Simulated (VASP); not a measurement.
Input of a VASP 6.6.1 run:

Contents of INCAR:

```
SYSTEM = SrVO3
PREC = Accurate
ENCUT = 520
EDIFF = 1E-6
ISMEAR = 0
SIGMA = 0.1
LREAL = .FALSE.
LASPH = .TRUE.
NELM = 150
ALGO = Normal
ISIF = 2
LWAVE = .FALSE.
LCHARG = .FALSE.
ISPIN = 2
MAGMOM = 0 1.02 -0.09 -0.08 -0.08
LORBIT = 11
LMAXMIX = 4
LDAU = .TRUE.
LDAUTYPE = 2
LDAUL = -1 2 -1
LDAUU = 0 3.25 0
LDAUJ = 0 0 0
LDAUPRINT = 1
GGA = PE
NBANDS = 32
```

The input KPOINTS:

```
Automatic mesh
0
G
  6 6 6
  0 0 0
```

POSCAR

```
SrVO3
1.0
    3.8500000000      0.0000000000      0.0000000000
    0.0000000000      3.8500000000      0.0000000000
    0.0000000000      0.0000000000      3.8500000000
Sr V O
1 1 3
Direct
    0.0000000000      0.0000000000      0.0000000000
    0.5000000000      0.5000000000      0.5000000000
    0.5000000000      0.5000000000      0.0000000000
    0.5000000000      0.0000000000      0.5000000000
    0.0000000000      0.5000000000      0.5000000000
```

Potentials or basis: VASP PAW PBE potentials, release 64 (Sr_sv, V_sv, O).

Command:

```console
$ cat potpaw_PBE.64/Sr_sv/POTCAR potpaw_PBE.64/V_sv/POTCAR potpaw_PBE.64/O/POTCAR > POTCAR
$ mpirun -np 1 vasp_std > vasp.out
```

Predict the net moment.

1.00 μB per cell.

What does it give for the band gap on the k mesh?

Zero (filled and empty bands overlap).

Predict the pressure.

7.0 GPa.

Estimate the site moments.

Sr -0.00; V +1.11; O -0.05 μB.

Eigenvalues of the final occupation matrices:
```csv
site,spin,trace,eigenvalues
site 2 d,1,1.99,0.31 0.31 0.45 0.45 0.45
site 2 d,2,0.90,0.11 0.11 0.11 0.29 0.29
```

The state reached can hang on the start; a lower one may exist.
